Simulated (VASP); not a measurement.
**Cu: single point with PBE**

The system is Cu.

```
Cu
1.0
    -1.45630    1.45630    1.45630
     1.45630   -1.45630    1.45630
     1.45630    1.45630   -1.45630
Cu
1
Direct
  0.00000 0.00000 0.00000
```

```json
{"Program": "VASP 6.6.1", "Task": "single point", "Functional": "PBE", "Potentials or basis": "VASP PAW PBE potentials, release 64 (Cu)", "Cutoff": "520 eV", "k mesh": "18 × 18 × 18", "Occupations": "fermi-dirac, width 0.05 eV", "Spin": "no spin polarisation", "Dipole correction": "no", "Further INCAR settings": "ALGO = Normal; EDIFF = 1e-07; NBANDS = 12"}
```

| Property | Result |
| --- | --- |
| Pressure | -3.2 GPa |

Levels at points of the mesh, in eV from the Fermi level:
```tsv
k point	band 3	band 4	band 5	band 6	band 7	band 8	band 9	band 10
(0.00, 0.00, 0.00)	-2.97	-2.97	-2.03	-2.03	24.62	24.62	24.62	27.40
(0.50, 0.00, 0.00)	-2.07	-1.93	-1.35	-0.48	4.10	16.99	17.12	20.81
(0.50, 0.50, 0.50)	-1.50	-1.50	-1.50	8.00	8.00	8.00	13.26	13.26
```

Run time: 10 s on 1 thread of Intel(R) Xeon(R) 6975P-C (Granite Rapids), on a shared host, peak memory 0.14 GiB.
